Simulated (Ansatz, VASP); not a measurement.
Given: the input of a run of VASP 6.6.1 on MnO.

The input INCAR:

```
SYSTEM = MnO
PREC = Accurate
ENCUT = 520
EDIFF = 1E-7
ISMEAR = -1
SIGMA = 0.05
LREAL = .FALSE.
LASPH = .TRUE.
NELM = 150
ALGO = Normal
ISIF = 2
LWAVE = .FALSE.
LCHARG = .FALSE.
ISPIN = 2
MAGMOM = 4 0
LORBIT = 11
LMAXMIX = 4
GGA = CA
NBANDS = 20
```

File KPOINTS:

```
Automatic mesh
0
G
  10 10 10
  0 0 0
```

POSCAR

```
MnO
1.0
    0.0000000000      2.2386359976      2.2386359976
    2.2386359976      0.0000000000      2.2386359976
    2.2386359976      2.2386359976      0.0000000000
Mn O
1 1
Direct
    0.0000000000      0.0000000000      0.0000000000
    0.5000000000      0.5000000000      0.5000000000
```

Potentials or basis: VASP PAW LDA potentials, release 64 (Mn_pv, O).

Launch:

```bash
$ cat potpaw_LDA.64/Mn_pv/POTCAR potpaw_LDA.64/O/POTCAR > POTCAR
$ mpirun -np 1 vasp_std > vasp.out
```

Problem. Translate it to Ansatz 0.2.0. Potentials there: all-electron LAPW, scalar-relativistic.

Solution. As run (the cutoff follows the program's own potentials):

input.yaml

```yaml
crystal:
  lattice:
    - [0.0, 2.2386359976, 2.2386359976]
    - [2.2386359976, 0.0, 2.2386359976]
    - [2.2386359976, 2.2386359976, 0.0]
  atoms:
    - { symbol: Mn, position: [0.0, 0.0, 0.0], spin: 4.0 }
    - { symbol: O, position: [0.5, 0.5, 0.5] }
kpoints:
  mp_grid: { grid: [10, 10, 10] }
scf:
  occupations: { method: fermi_dirac, width: 0.05 }
hamiltonian:
  xc: lda
  pseudopotentials: { kind: all_electron, lapw: { basis_error: 0.001 } }
magnetization:
  spin_polarized: true
output:
  forces: true
  stress: true
  eigenvalues: true
```

Potentials or basis: all-electron LAPW, scalar-relativistic.

Run with:

```console
$ ansatz run input.yaml --threads 2 --pin off --max-ram 6144MiB --backend cpu --events-out ev --progress --plain --runs-dir out
```

Both were run:

|  | VASP | Ansatz | Ansatz less VASP |
| --- | --- | --- | --- |
| gap on the k mesh at the Fermi level (eV) | none | none | - |
| pressure (GPa) | -18.8 | -17.7 | +1.15 |
| net moment per atom (μB) | 2.30 | 2.33 | +0.037 |
| size of the moment on the site where the two differ most (μB) | 4.17 | 4.23 | +0.062 |

LDA's correlation is that of Perdew and Zunger in VASP and of Perdew and Wang (1992) in Ansatz. Site moments also hang on the region over which each program counts them. A gap of «none» marks a metal or a gap that the smearing closes. Ansatz ran all-electron here, and VASP with PAW potentials.
